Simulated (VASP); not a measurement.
# Ti (P-1) in VASP: electric field gradients with PBEsol

Aim: the electric field gradients of Ti with PBEsol.

All numbers are computed with VASP 6.6.1; they aren't measurements. Logs are shortened: lines on timing, memory, paths and dates and some standing lists are left out, and cuts for length are marked.

## 1. The cell of the first run

The typed cell holds 2 atoms: a = 2.951 Å, b = 2.912 Å, c = 4.687 Å, α = 89.36°, β = 88.27°, γ = 118.70°.

## 2. Electric field gradients, PBEsol (equal xy, yz and zx shear strains of +3 %)

Contents of INCAR:

```
ALGO = Normal
EDIFF = 1E-8
ENCUT = 520
GGA = PS
ISIF = 2
ISMEAR = -1
LASPH = T
LCHARG = F
LEFG = T
LREAL = F
LWAVE = F
NBANDS = 19
NELM = 60
PREC = Accurate
SIGMA = 0.08
```

Contents of KPOINTS:

```
k-points
0
Gamma
  13 13 7
```

Contents of POSCAR:

```
Ti
1.0
    2.9499978604      0.0442499679      0.0442499679
   -1.4366773339      2.5326481043      0.0161966124
    0.0702900000      0.0702900000      4.6860000000
Ti
2
Direct
    0.3333333333      0.6666666667      0.2500000000
    0.6666666667      0.3333333333      0.7500000000
```

Potentials or basis: VASP PAW PBE potentials, release 64 (Ti_sv).

Started as:

```bash
$ cat potpaw_PBE.64/Ti_sv/POTCAR > POTCAR
$ mpirun -np 1 vasp_std > vasp.out
```

OUTCAR:

```text
EDIFF = 1E-8
   ENCUT = 520
   GGA = PS
   ISIF = 2
   ISMEAR = -1
   LASPH = T
   LREAL = F
   NELM = 60
   PREC = Accurate

 ion  position               nearest neighbor table
   1  0.333  0.667  0.250-   2 2.85   2 2.86   2 2.87   2 2.90
   2  0.667  0.333  0.750-   1 2.85   1 2.86   1 2.87   1 2.90

  LATTYP: Found a triclinic cell.
 ALAT       =     2.9506615353
 B/A-ratio  =     2.5162064316
 C/A-ratio  =     4.1564239012
 COS(alpha) =     0.0014063107
 COS(beta)  =     0.6182758024
 COS(gamma) =     0.7757749492

  Lattice vectors:

 A1 = (  -2.9499978604,  -0.0442499679,  -0.0442499679)
 A2 = (  -5.8297057208,  -0.0182099358,   4.5975000642)
 A3 = (  -7.4772530547,   2.3035681685,  -9.4443033234)

Analysis of symmetry for initial positions (statically):
=====================================================================
 Subroutine PRICEL returns:
 Original cell was already a primitive cell.

 Routine SETGRP: Setting up the symmetry group for a
 triclinic supercell.

 Subroutine GETGRP returns: Found  2 space group operations
 (whereof  2 operations were pure point group operations)
 out of a pool of  2 trial point group operations.

The static configuration has the point symmetry S_2 .

Analysis of symmetry for dynamics (positions and initial velocities):
=====================================================================
 Subroutine PRICEL returns:
 Original cell was already a primitive cell.

 Routine SETGRP: Setting up the symmetry group for a
 triclinic supercell.

 Subroutine GETGRP returns: Found  2 space group operations
 (whereof  2 operations were pure point group operations)
 out of a pool of  2 trial point group operations.

The dynamic configuration has the point symmetry S_2 .

 Subroutine INISYM returns: Found  2 space group operations
 (whereof  2 operations are pure point group operations),
 and found     1 'primitive' translations

----------------------------------------------------------------------------------------

                                     Primitive cell

  volume of cell :      35.2928

  direct lattice vectors                    reciprocal lattice vectors
     2.949997860  0.044249968  0.044249968     0.336240072  0.190787078 -0.007905407
    -1.436677334  2.532648104  0.016196612    -0.005787160  0.391597810 -0.005787160
     0.070290000  0.070290000  4.686000000    -0.003155117 -0.003155117  0.213496275

  length of vectors
     2.950661535  2.911805370  4.687054231     0.386677631  0.391683325  0.213542898

  position of ions in fractional coordinates (direct lattice)
     0.333333333  0.666666667  0.250000000
     0.666666667  0.333333333  0.750000000

  ion indices of the primitive-cell ions
   primitive index   ion index
                 1           1
                 2           2

----------------------------------------------------------------------------------------

 KPOINTS: k-points

Automatic generation of k-mesh.
 Grid dimensions read from file:
 generate k-points for:   13   13    7

 Generating k-lattice:

  Cartesian coordinates                     Fractional coordinates (reciprocal lattice)
     0.025864621  0.014675929 -0.000608108     0.076923077 -0.000000000  0.000000000
    -0.000445166  0.030122908 -0.000445166     0.000000000  0.076923077  0.000000000
    -0.000450731 -0.000450731  0.030499468     0.000000000  0.000000000  0.142857143

  Length of vectors
     0.029744433  0.030129487  0.030506128

  Shift w.r.t. Gamma in fractional coordinates (k-lattice)
     0.000000000  0.000000000  0.000000000

 Subroutine IBZKPT returns following result:
 ===========================================

 Found    592 irreducible k-points:

 Following reciprocal coordinates:
            Coordinates               Weight
  0.000000  0.000000  0.000000      1.000000
  0.076923  0.000000 -0.000000      2.000000
  0.153846  0.000000  0.000000      2.000000
  0.230769 -0.000000 -0.000000      2.000000
  0.307692  0.000000  0.000000      2.000000
  0.384615 -0.000000 -0.000000      2.000000
[... 16 lines left out ...]
  0.153846  0.153846 -0.000000      2.000000
  0.230769  0.153846 -0.000000      2.000000
 [... further k-points ...]
   k-points           NKPTS =    592   k-points in BZ     NKDIM =    592   number of bands    NBANDS=     19
   number of dos      NEDOS =    301   number of ions     NIONS =      2
   total plane-waves  NPLWV =  20736
   dimension x,y,z NGX =    24 NGY =   24 NGZ =   36
   dimension x,y,z NGXF=    48 NGYF=   48 NGZF=   72
   ions per type =               2
   NGX,Y,Z   is equivalent  to a cutoff of  13.52, 13.70, 12.77 a.u.
   NGXF,Y,Z  is equivalent  to a cutoff of  27.04, 27.41, 25.54 a.u.
 SYSTEM =  unknown system
   PREC   = accura    normal or accurate (medium, high low for compatibility)
   ISTART =      0    job   : 0-new  1-cont  2-samecut
   ICHARG =      2    charge: 1-file 2-atom 10-const
   ISPIN  =      1    spin polarized calculation?
   LNONCOLLINEAR =      F non collinear calculations
   LSORBIT =      F    spin-orbit coupling
   LASPH  =      T    aspherical Exc in radial PAW
   ENCUT  =  520.0 eV  38.22 Ry    6.18 a.u.   5.49  5.41  8.71*2*pi/ulx,y,z
   NELM   =     60;   NELMIN=  2; NELMDL= -5     # of ELM steps
   EDIFF  = 0.1E-07   stopping-criterion for ELM
   LREAL  =      F    real-space projection
   EDIFFG = 0.1E-06   stopping-criterion for IOM
   NSW    =      0    number of steps for IOM
   IBRION =     -1    ionic relax: 0-MD 1-quasi-New 2-CG
   NFREE  =      0    steps in history (QN), initial steepest desc. (CG)
   ISIF   =      2    stress and relaxation
   ISYM   =      2    0-nonsym 1-usesym 2-fastsym
   POTIM  = 0.5000    time-step for ionic-motion
   TEBEG  =    0.0;   TEEND  =   0.0 temperature during run
   PSTRESS=    0.0 pullay stress
   NELECT =      24.0000    total number of electrons
   NUPDOWN=      -1.0000    fix difference up-down
   EMIN   =  10.00;   EMAX   =-10.00  energy-range for DOS
   EFERMI =   0.00;   METHOD = LEGACY
   ISMEAR =    -1;   SIGMA  =   0.08  broadening in eV -4-tet -1-fermi 0-gaus
   EFERMI_NEDOS =   21; number of points for ismear=-14 and -15
   IALGO  =     38    algorithm
   IMIX   =      4    mixing-type and parameters
     AMIX     =   0.40;   BMIX     =  1.00
     AMIX_MAG =   1.60;   BMIX_MAG =  1.00
  volume/ion in A,a.u.               =      17.65       119.08
  Fermi-wavevector in a.u.,A,eV,Ry     =   1.439627  2.720500 28.198417  2.072525
  Thomas-Fermi vector in A             =   2.558461
   LORBIT       =      0    0 simple, 1 ext, 2 COOP (PROOUT), +10 PAW based schemes
   GGA     = PS    functional components
   LHFCALC =     F    Hartree Fock is set to
   AEXX    =    0.0000 exact exchange contribution
   IVDW    =     0    specifies the selected vdW correction
   LEPSILON=     F    determine dielectric tensor
   LRPA    =     F    only Hartree local field effects (RPA)
 non-spin polarized calculation
  energy-cutoff  :      520.00
  volume of cell :       35.29
 maximum number of plane-waves:       973
 NGX is ok and might be reduce to    24
   NGX = 11   NGY = 11   NGZ = 17

 number of electron      23.9999999 magnetization

 Free energy of the ion-electron system (eV)
  ---------------------------------------------------
  ext. energy  EPLUGINS =         0.00000000
  ---------------------------------------------------
  free energy    TOTEN  =       -16.65157397 eV

  energy without entropy =      -16.60096275  energy(sigma->0) =      -16.62626836

 E-fermi :   8.0171     XC(G=0): -11.5582

 val. band max:        8.0157956859   @ k =  -0.0769   0.2308   0.2857
 cond. band min:       8.0179910167   @ k =   0.0000   0.0000   0.4286
 fundamental gap:      0.0021953307
 Fermi energy:         8.0171470908

 k-point     1 :       0.0000    0.0000    0.0000
  band No.  band energies     occupation
      1     -48.6048      2.00000
      2     -48.4738      2.00000
      3     -25.2767      2.00000
      4     -24.6704      2.00000
      5     -24.6460      2.00000
      6     -24.6017      2.00000
[... 11 lines left out ...]
     18       9.7011      0.00000
     19      11.0952      0.00000

 k-point     2 :       0.0769    0.0000   -0.0000
  band No.  band energies     occupation
      1     -48.5995      2.00000
      2     -48.4719      2.00000
      3     -25.2646      2.00000
      4     -24.6943      2.00000
      5     -24.6545      2.00000
      6     -24.6150      2.00000
[... 11 lines left out ...]
     18       9.6255      0.00000
     19      11.2222      0.00000

 k-point     3 :       0.1538    0.0000    0.0000
  band No.  band energies     occupation
      1     -48.5846      2.00000
      2     -48.4666      2.00000
      3     -25.2297      2.00000
      4     -24.7625      2.00000
      5     -24.6759      2.00000
      6     -24.6739      2.00000
[... 11 lines left out ...]
     18       9.8110      0.00000
     19      11.3237      0.00000

 k-point     4 :       0.2308   -0.0000   -0.0000
  band No.  band energies     occupation
      1     -48.5628      2.00000
      2     -48.4600      2.00000
      3     -25.1765      2.00000
      4     -24.8600      2.00000
      5     -24.7675      2.00000
      6     -24.7040      2.00000
[... 11 lines left out ...]
     18      10.2190      0.00000
     19      11.4271      0.00000

 k-point     5 :       0.3077    0.0000    0.0000
  band No.  band energies     occupation
      1     -48.5381      2.00000
      2     -48.4545      2.00000
      3     -25.1126      2.00000
      4     -24.9642      2.00000
      5     -24.8649      2.00000
      6     -24.7328      2.00000
[... 11 lines left out ...]
     18      10.7014      0.00000
     19      11.5066      0.00000
[... 334 lines left out ...]
      2     -48.4655      2.00000
      3     -25.2280      2.00000
      4     -24.7557      2.00000
      5     -24.6910      2.00000
      6     -24.6654      2.00000
[... 11 lines left out ...]
     18       9.7171      0.00000
     19      11.2884      0.00000

 k-point    22 :       0.0769    0.1538   -0.0000
  band No.  band energies     occupation
      1     -48.5701      2.00000
      2     -48.4616      2.00000
      3     -25.1958      2.00000
      4     -24.8027      2.00000
      5     -24.7518      2.00000
      6     -24.6858      2.00000
[... 11 lines left out ...]
     18      10.0976      0.00000
     19      11.3427      0.00000

 k-point    23 :       0.1538    0.1538   -0.0000
  band No.  band energies     occupation
      1     -48.5504      2.00000
      2     -48.4565      2.00000
      3     -25.1459      2.00000
      4     -24.8587      2.00000
      5     -24.8409      2.00000
      6     -24.7158      2.00000
[... 11 lines left out ...]
     18      10.6030      0.00000
     19      11.3733      0.00000

 k-point    24 :       0.2308    0.1538   -0.0000
  band No.  band energies     occupation
      1     -48.5276      2.00000
      2     -48.4523      2.00000
      3     -25.0847      2.00000
      4     -24.9454      2.00000
      5     -24.8975      2.00000
      6     -24.7618      2.00000
[... 11 lines left out ...]
     18      11.1833      0.00000
     19      11.3986      0.00000

 [... further k-points ...]
[... 5 lines left out ...]
  --------------------------------------------------------------------------------------
  -------------------------------------------------------------------------------------
  Total       -1.2768422     -1.2607489     -1.3889172     -0.3647205     -0.2304180     -0.2326192
  in kB      -57.9644630    -57.2338795    -63.0522982    -16.5571189    -10.4602245    -10.5601499
  external PRESSURE =     -59.4168802 kB  Pullay stress =       0.0000000 kB

 VOLUME and BASIS-vectors are now :
 -----------------------------------------------------------------------------
  energy-cutoff  :      520.00
  volume of cell :       35.29
      direct lattice vectors                 reciprocal lattice vectors
     2.949997860  0.044249968  0.044249968     0.336240072  0.190787078 -0.007905407
    -1.436677334  2.532648104  0.016196612    -0.005787160  0.391597810 -0.005787160
     0.070290000  0.070290000  4.686000000    -0.003155117 -0.003155117  0.213496275

 POSITION                                       TOTAL-FORCE (eV/Angst)
 -----------------------------------------------------------------------------------
      0.04312      1.72075      1.19705        -0.071162      0.002771      0.011511
      1.54049      0.92643      3.54940         0.071162     -0.002771     -0.011511
 -----------------------------------------------------------------------------------
    total drift:                               -0.000000      0.000000     -0.000000

  FREE ENERGIE OF THE ION-ELECTRON SYSTEM (eV)
  ---------------------------------------------------
  free  energy   TOTEN  =       -16.6515739722 eV

  energy  without entropy=      -16.6009627494  energy(sigma->0) =      -16.62626836

 Electric field gradients (V/A^2)
---------------------------------------------------------------------
 ion       V_xx      V_yy      V_zz      V_xy      V_xz      V_yz
---------------------------------------------------------------------
   1      -8.419    -8.184    16.603    -1.149    -2.148    -2.162
   2      -8.419    -8.184    16.603    -1.149    -2.148    -2.162
---------------------------------------------------------------------

 Electric field gradients after diagonalization (V/A^2)
 (convention: |V_zz| > |V_xx| > |V_yy|)
----------------------------------------------------------------------
 ion       V_xx      V_yy      V_zz     asymmetry (V_yy - V_xx)/ V_zz
----------------------------------------------------------------------
   1      -9.807    -7.148    16.954       0.157
   2      -9.807    -7.148    16.954       0.157
----------------------------------------------------------------------

           NMR quadrupolar parameters

 Cq : quadrupolar parameter    Cq=e*Q*V_zz/h
 eta: asymmetry parameters     (V_yy - V_xx)/ V_zz
 Q  : nuclear electric quadrupole moment in mb (millibarn)
----------------------------------------------------------------------
 ion       Cq(MHz)       eta       Q (mb)
----------------------------------------------------------------------
   1       0.041       0.157       1.000
   2       0.041       0.157       1.000
----------------------------------------------------------------------
```

Wall time 3.8 min (1 thread of Intel Xeon Platinum 8559C (Emerald Rapids), shared host); peak memory 0.42 GiB.

What came out:

- Free energy: -16.6516 eV
- Pressure: -5.9 GPa
- Largest force: 0.072 eV/Å
- Band gap on the k mesh: zero (bands 12 and 13 overlap by 1.07 eV)
- Largest electric field gradient by atom: Ti +17.0 V/Å²

Forces in eV/Å, atoms in the order of the input:
```
Ti  -0.071  0.003  0.012
Ti   0.071 -0.003 -0.012
```

Stress tensor (GPa, compression positive):
```
-5.80 -1.66 -1.06
-1.66 -5.72 -1.05
-1.06 -1.05 -6.31
```

Electric field gradients, principal values (V/Å²):
```csv
atom,least,middle,greatest (by size)
1 Ti,-7.148,-9.807,16.954
2 Ti,-7.148,-9.807,16.954
```

Caveat: the cell differs from its parent crystal (equal xy, yz and zx shear strains of +3 %); the cell stands under tension; without QUAD_EFG the Cq values of the log hold for a quadrupole moment of 1 mb, not for the nuclei; the PAW data sets were made with another functional, which shifts forces and pressure a little.
